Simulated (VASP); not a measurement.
# Lu (Im-3m) in VASP: notebook

The runs below take Lu through single point, with BLYP.

Program: VASP 6.6.1. These are calculated values, not measurements. Logs are shortened: lines on timing, memory, paths and dates and some standing lists are left out, and cuts for length are marked.

## (1) The cell of the first run

The structure is cubic, space group Im-3m (No. 229). Conventional cell: a = 3.761 Å, b = 3.761 Å, c = 3.761 Å, α = 90.00°, β = 90.00°, γ = 90.00°. Lu (site symmetry m-3m) has 14 Lu at 3.26 to 3.76 Å within 4.3 Å.

## (2) Single point, BLYP (volume scaled by 0.88)

Input file INCAR:

```
PREC     = Accurate       # precision mode
ENCUT    = 520            # plane-wave cutoff, eV
EDIFF    = 1E-6           # SCF threshold, eV
ISMEAR   = -1             # smearing method
SIGMA    = 0.1            # smearing width, eV
LREAL    = False          # projectors in reciprocal space
LASPH    = True           # aspherical terms in the spheres
NELM     = 60             # most SCF steps
ALGO     = Normal         # electronic algorithm
ISIF     = 2              # what is computed and relaxed
LWAVE    = False          # write WAVECAR
LCHARG   = False          # write CHGCAR
GGA      = B5             # functional
ALDAX    = 1.0          
AGGAX    = 1.0          
AGGAC    = 1.0          
ALDAC    = 0.0          
NBANDS   = 18             # bands
```

Input file KPOINTS:

```
Automatic mesh
0
Gamma
  13 13 13
```

Input file POSCAR:

```
Lu
1.0
   -1.8805194443      1.8805194443      1.8805194443
    1.8805194443     -1.8805194443      1.8805194443
    1.8805194443      1.8805194443     -1.8805194443
Lu
1
Direct
    0.0000000000      0.0000000000      0.0000000000
```

Potentials or basis: VASP PAW PBE potentials, release 64 (Lu).

Command:

```bash
cat potpaw_PBE.64/Lu/POTCAR > POTCAR
mpirun -np 1 vasp_std > vasp.out
```

OUTCAR:

```text
PREC = Accurate
   ENCUT = 520
   EDIFF = 1E-6
   ISMEAR = -1
   LREAL = False
   LASPH = True
   NELM = 60
   ISIF = 2
   GGA = B5

 ion  position               nearest neighbor table
   1  0.000  0.000  0.000-

  LATTYP: Found a body centered cubic cell.
 ALAT       =     3.7610388886

  Lattice vectors:

 A1 = (  -1.8805194443,   1.8805194443,   1.8805194443)
 A2 = (   1.8805194443,  -1.8805194443,   1.8805194443)
 A3 = (   1.8805194443,   1.8805194443,  -1.8805194443)

Analysis of symmetry for initial positions (statically):
=====================================================================
 Subroutine PRICEL returns:
 Original cell was already a primitive cell.

 Routine SETGRP: Setting up the symmetry group for a
 body centered cubic supercell.

 Subroutine GETGRP returns: Found 48 space group operations
[... 9 lines left out ...]

 Routine SETGRP: Setting up the symmetry group for a
 body centered cubic supercell.

 Subroutine GETGRP returns: Found 48 space group operations
[... 11 lines left out ...]
                                     Primitive cell

  volume of cell :      26.6007

  direct lattice vectors                    reciprocal lattice vectors
    -1.880519444  1.880519444  1.880519444     0.000000000  0.265883983  0.265883983
     1.880519444 -1.880519444  1.880519444     0.265883983  0.000000000  0.265883983
     1.880519444  1.880519444 -1.880519444     0.265883983  0.265883983  0.000000000

  length of vectors
     3.257155222  3.257155222  3.257155222     0.376016735  0.376016735  0.376016735

  position of ions in fractional coordinates (direct lattice)
     0.000000000  0.000000000  0.000000000

  ion indices of the primitive-cell ions
   primitive index   ion index
                 1           1

----------------------------------------------------------------------------------------

 KPOINTS: Automatic mesh

Automatic generation of k-mesh.
 Grid dimensions read from file:
 generate k-points for:   13   13   13

 Generating k-lattice:

  Cartesian coordinates                     Fractional coordinates (reciprocal lattice)
     0.000000000  0.020452614  0.020452614     0.076923077  0.000000000  0.000000000
     0.020452614  0.000000000  0.020452614     0.000000000  0.076923077  0.000000000
     0.020452614  0.020452614  0.000000000     0.000000000  0.000000000  0.076923077

  Length of vectors
     0.028924364  0.028924364  0.028924364

  Shift w.r.t. Gamma in fractional coordinates (k-lattice)
     0.000000000  0.000000000  0.000000000

 Subroutine IBZKPT returns following result:
 ===========================================

 Found     84 irreducible k-points:

 Following reciprocal coordinates:
            Coordinates               Weight
  0.000000  0.000000  0.000000      1.000000
  0.076923  0.000000  0.000000     12.000000
  0.153846  0.000000  0.000000     12.000000
  0.230769  0.000000  0.000000     12.000000
  0.307692  0.000000  0.000000     12.000000
  0.384615  0.000000  0.000000     12.000000
[... 16 lines left out ...]
  0.153846  0.076923  0.076923     24.000000
  0.230769  0.076923  0.076923     24.000000
 [... further k-points ...]
   k-points           NKPTS =     84   k-points in BZ     NKDIM =     84   number of bands    NBANDS=     18
   number of dos      NEDOS =    301   number of ions     NIONS =      1
   total plane-waves  NPLWV =  13824
   dimension x,y,z NGX =    24 NGY =   24 NGZ =   24
   dimension x,y,z NGXF=    48 NGYF=   48 NGZF=   48
   ions per type =               1
   NGX,Y,Z   is equivalent  to a cutoff of  12.25, 12.25, 12.25 a.u.
   NGXF,Y,Z  is equivalent  to a cutoff of  24.50, 24.50, 24.50 a.u.
 SYSTEM =  unknown system
   PREC   = accura    normal or accurate (medium, high low for compatibility)
   ISTART =      0    job   : 0-new  1-cont  2-samecut
   ICHARG =      2    charge: 1-file 2-atom 10-const
   ISPIN  =      1    spin polarized calculation?
   LNONCOLLINEAR =      F non collinear calculations
   LSORBIT =      F    spin-orbit coupling
   LASPH  =      T    aspherical Exc in radial PAW
   ENCUT  =  520.0 eV  38.22 Ry    6.18 a.u.   6.06  6.06  6.06*2*pi/ulx,y,z
   NELM   =     60;   NELMIN=  2; NELMDL= -5     # of ELM steps
   EDIFF  = 0.1E-05   stopping-criterion for ELM
   LREAL  =      F    real-space projection
   EDIFFG = 0.1E-04   stopping-criterion for IOM
   NSW    =      0    number of steps for IOM
   IBRION =     -1    ionic relax: 0-MD 1-quasi-New 2-CG
   NFREE  =      0    steps in history (QN), initial steepest desc. (CG)
   ISIF   =      2    stress and relaxation
   ISYM   =      2    0-nonsym 1-usesym 2-fastsym
   POTIM  = 0.5000    time-step for ionic-motion
   TEBEG  =    0.0;   TEEND  =   0.0 temperature during run
   PSTRESS=    0.0 pullay stress
   NELECT =      25.0000    total number of electrons
   NUPDOWN=      -1.0000    fix difference up-down
   EMIN   =  10.00;   EMAX   =-10.00  energy-range for DOS
   EFERMI =   0.00;   METHOD = LEGACY
   ISMEAR =    -1;   SIGMA  =   0.10  broadening in eV -4-tet -1-fermi 0-gaus
   EFERMI_NEDOS =   21; number of points for ismear=-14 and -15
   IALGO  =     38    algorithm
   IMIX   =      4    mixing-type and parameters
     AMIX     =   0.40;   BMIX     =  1.00
     AMIX_MAG =   1.60;   BMIX_MAG =  1.00
  volume/ion in A,a.u.               =      26.60       179.51
  Fermi-wavevector in a.u.,A,eV,Ry     =   1.603579  3.030325 34.986911  2.571465
  Thomas-Fermi vector in A             =   2.700219
   LORBIT       =      0    0 simple, 1 ext, 2 COOP (PROOUT), +10 PAW based schemes
   GGA     = B5    functional components
   LHFCALC =     F    Hartree Fock is set to
   AEXX    =    0.0000 exact exchange contribution
   IVDW    =     0    specifies the selected vdW correction
   LEPSILON=     F    determine dielectric tensor
   LRPA    =     F    only Hartree local field effects (RPA)
 non-spin polarized calculation
  energy-cutoff  :      520.00
  volume of cell :       26.60
 maximum number of plane-waves:       728
   NGX = 13   NGY = 13   NGZ = 13

 number of electron      24.9999999 magnetization

 Free energy of the ion-electron system (eV)
  ---------------------------------------------------
  ext. energy  EPLUGINS =         0.00000000
  ---------------------------------------------------
  free energy    TOTEN  =        -3.31918885 eV

  energy without entropy =       -3.25133701  energy(sigma->0) =       -3.28526293

 E-fermi :   3.2625     XC(G=0): -10.6409

 val. band max:        3.2373945218   @ k =   0.3077   0.1538   0.0769
 cond. band min:       3.2660189539   @ k =   0.3846   0.2308   0.0000
 fundamental gap:      0.0286244321
 Fermi energy:         3.2624557180

 k-point     1 :       0.0000    0.0000    0.0000
  band No.  band energies     occupation
      1     -52.7740      2.00000
      2     -23.3418      2.00000
      3     -23.3418      2.00000
      4     -23.3418      2.00000
      5      -3.0303      2.00000
      6      -1.8505      2.00000
[... 10 lines left out ...]
     17       7.7134      0.00000
     18      15.5586      0.00000

 k-point     2 :       0.0769    0.0000    0.0000
  band No.  band energies     occupation
      1     -52.7711      2.00000
      2     -23.3833      2.00000
      3     -23.3547      2.00000
      4     -23.3420      2.00000
      5      -2.8375      2.00000
      6      -1.8486      2.00000
[... 10 lines left out ...]
     17       7.7143      0.00000
     18      15.7461      0.00000

 k-point     3 :       0.1538    0.0000    0.0000
  band No.  band energies     occupation
      1     -52.7631      2.00000
      2     -23.4963      2.00000
      3     -23.3902      2.00000
      4     -23.3425      2.00000
      5      -2.2868      2.00000
      6      -1.8438      2.00000
[... 10 lines left out ...]
     17       7.7396      0.00000
     18      16.0975      0.00000

 k-point     4 :       0.2308    0.0000    0.0000
  band No.  band energies     occupation
      1     -52.7518      2.00000
      2     -23.6513      2.00000
      3     -23.4399      2.00000
      4     -23.3433      2.00000
      5      -1.8389      2.00000
      6      -1.8208      2.00000
[... 10 lines left out ...]
     17       7.8352      0.00000
     18      15.8174      0.00000

 k-point     5 :       0.3077    0.0000    0.0000
  band No.  band energies     occupation
      1     -52.7398      2.00000
      2     -23.8108      2.00000
      3     -23.4920      2.00000
      4     -23.3441      2.00000
      5      -1.8368      2.00000
      6      -1.8060      2.00000
[... 10 lines left out ...]
     17       8.2076      0.00000
     18      14.7338      0.00000

 k-point     6 :       0.3846    0.0000    0.0000
  band No.  band energies     occupation
      1     -52.7298      2.00000
      2     -23.9392      2.00000
      3     -23.5347      2.00000
      4     -23.3449      2.00000
      5      -1.8377      2.00000
      6      -1.8083      2.00000
[... 10 lines left out ...]
     17       9.5484      0.00000
     18      13.5479      0.00000

 k-point     7 :       0.4615    0.0000    0.0000
  band No.  band energies     occupation
      1     -52.7242      2.00000
      2     -24.0104      2.00000
      3     -23.5587      2.00000
      4     -23.3453      2.00000
      5      -1.8393      2.00000
      6      -1.8176      2.00000
[... 10 lines left out ...]
     17      10.6568      0.00000
     18      12.6714      0.00000

 k-point     8 :       0.0769    0.0769    0.0000
  band No.  band energies     occupation
      1     -52.7656      2.00000
      2     -23.4611      2.00000
      3     -23.3686      2.00000
      4     -23.3520      2.00000
      5      -2.4651      2.00000
      6      -1.8451      2.00000
[... 10 lines left out ...]
     17       7.7880      0.00000
     18      16.0357      0.00000
[... 229 lines left out ...]
     17      11.0866      0.00000
     18      11.5941      0.00000

 k-point    20 :       0.3846    0.2308    0.0000
  band No.  band energies     occupation
      1     -52.7187      2.00000
      2     -23.9118      2.00000
      3     -23.6905      2.00000
      4     -23.4183      2.00000
      5      -1.8282      2.00000
      6      -1.8157      2.00000
[... 10 lines left out ...]
     17      10.6098      0.00000
     18      12.0456      0.00000

 k-point    21 :       0.3077    0.3077    0.0000
  band No.  band energies     occupation
      1     -52.7177      2.00000
      2     -23.8591      2.00000
      3     -23.7549      2.00000
      4     -23.4262      2.00000
      5      -1.8296      2.00000
      6      -1.8079      2.00000
[... 10 lines left out ...]
     17      10.1251      0.00000
     18      12.5778      0.00000

 k-point    22 :       0.0769    0.0769    0.0769
  band No.  band energies     occupation
      1     -52.7585      2.00000
      2     -23.5733      2.00000
      3     -23.3711      2.00000
      4     -23.3711      2.00000
      5      -1.9458      2.00000
      6      -1.8372      2.00000
[... 10 lines left out ...]
     17       7.5195      0.00000
     18      16.2912      0.00000

 k-point    23 :       0.1538    0.0769    0.0769
  band No.  band energies     occupation
      1     -52.7483      2.00000
      2     -23.7031      2.00000
      3     -23.4234      2.00000
      4     -23.3745      2.00000
      5      -1.8302      2.00000
      6      -1.8162      2.00000
[... 10 lines left out ...]
     17       7.8315      0.00000
     18      16.2932      0.00000

 k-point    24 :       0.2308    0.0769    0.0769
  band No.  band energies     occupation
      1     -52.7375      2.00000
      2     -23.8265      2.00000
      3     -23.4897      2.00000
      4     -23.3782      2.00000
      5      -1.8273      2.00000
      6      -1.8067      2.00000
[... 10 lines left out ...]
     17       8.8394      0.00000
     18      14.6692      0.00000

 [... further k-points ...]
[... 5 lines left out ...]
  --------------------------------------------------------------------------------------
  -------------------------------------------------------------------------------------
  Total        1.1515441      1.1515441      1.1515441      0.0000000     -0.0000000      0.0000000
  in kB       69.3581787     69.3581787     69.3581787      0.0000000     -0.0000000      0.0000000
  external PRESSURE =      69.3581787 kB  Pullay stress =       0.0000000 kB

 VOLUME and BASIS-vectors are now :
 -----------------------------------------------------------------------------
  energy-cutoff  :      520.00
  volume of cell :       26.60
      direct lattice vectors                 reciprocal lattice vectors
    -1.880519444  1.880519444  1.880519444     0.000000000  0.265883983  0.265883983
     1.880519444 -1.880519444  1.880519444     0.265883983  0.000000000  0.265883983
     1.880519444  1.880519444 -1.880519444     0.265883983  0.265883983  0.000000000

 POSITION                                       TOTAL-FORCE (eV/Angst)
 -----------------------------------------------------------------------------------
      0.00000      0.00000      0.00000        -0.000000      0.000000     -0.000000
 -----------------------------------------------------------------------------------
    total drift:                                0.000000      0.000000      0.000000

  FREE ENERGIE OF THE ION-ELECTRON SYSTEM (eV)
  ---------------------------------------------------
  free  energy   TOTEN  =        -3.3191888451 eV

  energy  without entropy=       -3.2513370091  energy(sigma->0) =       -3.28526293
```

Run time: 26 s. Hardware: 1 thread of Intel Xeon Platinum 8259CL at 2.50GHz (Skylake/Cascade Lake), shared host; peak memory 0.17 GiB.

What came out:

```yaml
Free_energy: -3.3192 eV
Pressure: 6.9 GPa
```

Caveat: the cell differs from its parent crystal (volume scaled by 0.88); the PAW data sets were made with another functional, which shifts forces and pressure a little; spin-orbit coupling is left out, which moves the levels of the heavy elements.

## (3) Single point, BLYP (volume scaled by 0.92)

Input file INCAR:

```
PREC     = Accurate       # precision mode
ENCUT    = 520            # plane-wave cutoff, eV
EDIFF    = 1E-6           # SCF threshold, eV
ISMEAR   = -1             # smearing method
SIGMA    = 0.1            # smearing width, eV
LREAL    = F              # projectors in reciprocal space
LASPH    = T              # aspherical terms in the spheres
NELM     = 100            # most SCF steps
ALGO     = Normal         # electronic algorithm
ISIF     = 2              # what is computed and relaxed
LWAVE    = F              # write WAVECAR
LCHARG   = F              # write CHGCAR
GGA      = B5             # functional
ALDAX    = 1.0          
AGGAX    = 1.0          
AGGAC    = 1.0          
ALDAC    = 0.0          
NBANDS   = 18             # bands
```

KPOINTS is that of step 2.

Input file POSCAR:

```
Lu
1.0
   -1.9085910373      1.9085910373      1.9085910373
    1.9085910373     -1.9085910373      1.9085910373
    1.9085910373      1.9085910373     -1.9085910373
Lu
1
Direct
    0.0000000000      0.0000000000      0.0000000000
```

Potentials or basis: VASP PAW PBE potentials, release 64 (Lu).

Command:

```bash
cat potpaw_PBE.64/Lu/POTCAR > POTCAR
mpirun -np 1 vasp_std > vasp.out
```

Wall time 44 s (1 thread of Intel Xeon Platinum 8259CL at 2.50GHz (Skylake/Cascade Lake), shared host); peak memory 0.19 GiB.

The run converged. Its results:

```
Free energy : -3.3614 eV
Pressure    : 4.3 GPa
```

Levels at points of the mesh, in eV from the Fermi level:
| k point | band 9 | band 10 | band 11 | band 12 | band 13 | band 14 | band 15 | band 16 |
| --- | --- | --- | --- | --- | --- | --- | --- | --- |
| (0.00, 0.00, 0.00) | -5.07 | -5.07 | -5.07 | -5.05 | 2.02 | 2.02 | 2.02 | 4.30 |

Caveat: the cell differs from its parent crystal (volume scaled by 0.92); the PAW data sets were made with another functional, which shifts forces and pressure a little; spin-orbit coupling is left out, which moves the levels of the heavy elements.

## (4) Single point, BLYP (volume scaled by 0.96)

Input file INCAR:

```
SYSTEM = Lu
AGGAC = 1.0
AGGAX = 1.0
ALDAC = 0.0
ALDAX = 1.0
ALGO = Normal
EDIFF = 1E-7
ENCUT = 520
GGA = B5
ISIF = 2
ISMEAR = -1
LASPH = .TRUE.
LCHARG = .TRUE.
LELF = .TRUE.
LREAL = .FALSE.
LVHAR = .TRUE.
LWAVE = .FALSE.
NBANDS = 18
NELM = 80
PREC = Accurate
SIGMA = 0.1
```

Input file KPOINTS:

```
k-points
0
G
  13 13 13
  0 0 0
```

Input file POSCAR:

```
Lu
1.0
   -1.9358603078      1.9358603078      1.9358603078
    1.9358603078     -1.9358603078      1.9358603078
    1.9358603078      1.9358603078     -1.9358603078
Lu
1
Direct
    0.0000000000      0.0000000000      0.0000000000
```

Command:

```bash
cat potpaw_PBE.64/Lu/POTCAR > POTCAR
mpirun -np 1 vasp_std > vasp.out
```

Wall time 52 s (1 thread of Intel Xeon Platinum 8259CL at 2.50GHz (Skylake/Cascade Lake), shared host); peak memory 0.2 GiB.

The run converged. Its results:

- Free energy: -3.3853 eV
- Pressure: 2.0 GPa

Levels at points of the mesh, in eV from the Fermi level:
```tsv
k point	band 9	band 10	band 11	band 12	band 13	band 14	band 15	band 16
(0.00, 0.00, 0.00)	-5.15	-5.15	-5.15	-5.13	1.97	1.97	1.97	4.15
```

Caveat: the cell differs from its parent crystal (volume scaled by 0.96); the PAW data sets were made with another functional, which shifts forces and pressure a little; spin-orbit coupling is left out, which moves the levels of the heavy elements.

## (5) Single point, BLYP

This run uses another cell than the first one, of 30.23 Å³/atom, 1.136 times its volume.

Input file INCAR:

```
SYSTEM = Lu
AGGAC = 1.0 ; AGGAX = 1.0
ALDAC = 0.0 ; ALDAX = 1.0
ALGO = Normal ; EDIFF = 1E-6
ENCUT = 520 ; GGA = B5
ISIF = 2 ; ISMEAR = -1
LASPH = .TRUE. ; LCHARG = .TRUE.
LELF = .TRUE. ; LREAL = .FALSE.
LVHAR = .TRUE. ; LWAVE = .FALSE.
NBANDS = 18 ; NELM = 60
PREC = Accurate ; SIGMA = 0.1
```

KPOINTS is that of step 4.

Input file POSCAR:

```
Lu
1.0
   -1.9623822379      1.9623822379      1.9623822379
    1.9623822379     -1.9623822379      1.9623822379
    1.9623822379      1.9623822379     -1.9623822379
Lu
1
Direct
    0.0000000000      0.0000000000      0.0000000000
```

Command:

```bash
cat potpaw_PBE.64/Lu/POTCAR > POTCAR
mpirun -np 1 vasp_std > vasp.out
```

Run time: 46 s. Hardware: 1 thread of Intel Xeon Platinum 8259CL at 2.50GHz (Skylake/Cascade Lake), shared host; peak memory 0.2 GiB.

It converged, with:

- Free energy: -3.3940 eV
- Pressure: 0.2 GPa

Levels at points of the mesh, in eV from the Fermi level:
| k point | band 9 | band 10 | band 11 | band 12 | band 13 | band 14 | band 15 | band 16 |
| --- | --- | --- | --- | --- | --- | --- | --- | --- |
| (0.00, 0.00, 0.00) | -5.23 | -5.23 | -5.23 | -5.21 | 1.92 | 1.92 | 1.92 | 4.02 |

Caveat: the PAW data sets were made with another functional, which shifts forces and pressure a little; spin-orbit coupling is left out, which moves the levels of the heavy elements.

## (6) Summary

| cell | gap on the mesh (eV) | pressure (GPa) |
| --- | --- | --- |
| a = 3.257 Å, angles 109.5°, 1 atom | none | 6.9 |
| a = 3.306 Å, angles 109.5°, 1 atom | none | 4.3 |
| a = 3.353 Å, angles 109.5°, 1 atom | none | 2.0 |
| a = 3.399 Å, angles 109.5°, 1 atom | none | 0.2 |

Alike in all rows: task single point; level BLYP; potentials or basis VASP PAW PBE potentials, release 64 (Lu); no spin polarisation; k mesh 13 × 13 × 13; cutoff (eV) 520; smearing fermi-dirac 0.1 eV.

Caveats: the PAW data sets were made with another functional, which shifts forces and pressure a little; spin-orbit coupling is left out, which moves the levels of the heavy elements.

Total energies depend on the potentials used, so only differences within one code and one set of settings carry meaning.
